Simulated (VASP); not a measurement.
A run of VASP 6.6.1:

File INCAR:

```
SYSTEM = In
ALGO = Normal
EDIFF = 1E-6
ENCUT = 520
GGA = PE
ISIF = 2
ISMEAR = -1
LASPH = .TRUE.
LCHARG = .TRUE.
LELF = .TRUE.
LREAL = .FALSE.
LVHAR = .TRUE.
LWAVE = .FALSE.
NBANDS = 26
NELM = 100
PREC = Accurate
SIGMA = 0.1
```

Contents of KPOINTS:

```
k-points
0
G
  8 8 10
  0 0 0
```

The input POSCAR:

```
In
1.0
    5.4007920269      0.0000000000      0.0000000000
   -2.7003960135      4.6772230958      0.0000000000
    0.0000000000      0.0000000000      3.3183360954
In
3
Direct
    0.0000000000      0.0000000000      0.0000000000
    0.3333333333      0.6666666667      0.5000000000
    0.6666666667      0.3333333333      0.5000000000
```

Potentials or basis: VASP PAW PBE potentials, release 64 (In_d).

The run is started by

```console
$ cat potpaw_PBE.64/In_d/POTCAR > POTCAR
$ mpirun -np 1 vasp_std > vasp.out
```

Hardware: 1 thread of Intel(R) Xeon(R) Platinum 8259CL CPU @ 2.50GHz (Skylake/Cascade Lake), on a shared host.

Problem. Estimate the wall time of this run.

Solution. Wall time 73 s on 1 thread of Intel(R) Xeon(R) Platinum 8259CL CPU @ 2.50GHz (Skylake/Cascade Lake), with other jobs on the host, peak memory 0.25 GiB. Counts: scf iterations 11, k points 60.
